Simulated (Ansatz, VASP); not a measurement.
# MoS2 in VASP and in Ansatz

```
Mo S
1.0
     3.14073    0.00000    0.00000
    -1.57036    2.71995    0.00000
     0.00000    0.00000   28.01391
Mo S
3 6
Direct
  0.66667 0.33333 0.00000
  0.33333 0.66667 0.77553
  0.33333 0.66667 0.22447
  0.33333 0.66667 0.05298
  0.66667 0.33333 0.82852
  0.66667 0.33333 0.27741
  0.33333 0.66667 0.94166
  0.66667 0.33333 0.71724
  0.66667 0.33333 0.16613
```

Change from the starting cell: all S atoms moved +0.075 Å, as atom 4 towards its neighbour atom 7 (S) at 3.119 Å.

Alike in both runs: task single point; functional PBEsol; k mesh 12 × 12 × 1; occupations gaussian, width 0.05 eV; no spin polarisation.

|  | VASP | Ansatz |
| --- | --- | --- |
| version | VASP 6.6.1 | Ansatz 0.2.0 |
| potentials or method | VASP PAW PBE potentials, release 64 (Mo_sv, S), cutoff 520 eV | scalar-relativistic, plane waves, PAW |
| valence electrons in the cell | 78 | 78 |

VASP gave:

- gap on the k mesh at the Fermi level (eV): 1.05
- least direct gap on the mesh (eV): 1.57
- rms of the force components (eV/Å): 0.955

**Question.** What did Ansatz give for the same quantities?

**Answer.** gap on the k mesh at the Fermi level (eV): 1.03; least direct gap on the mesh (eV): 1.56; rms of the force components (eV/Å): 0.954.

VASP's potentials were made for PBE, not for PBEsol. Atom by atom the forces differ by 0.001 eV/Å (rms over components). The functional is the same, so the differences come from potentials, cutoffs and numerics.
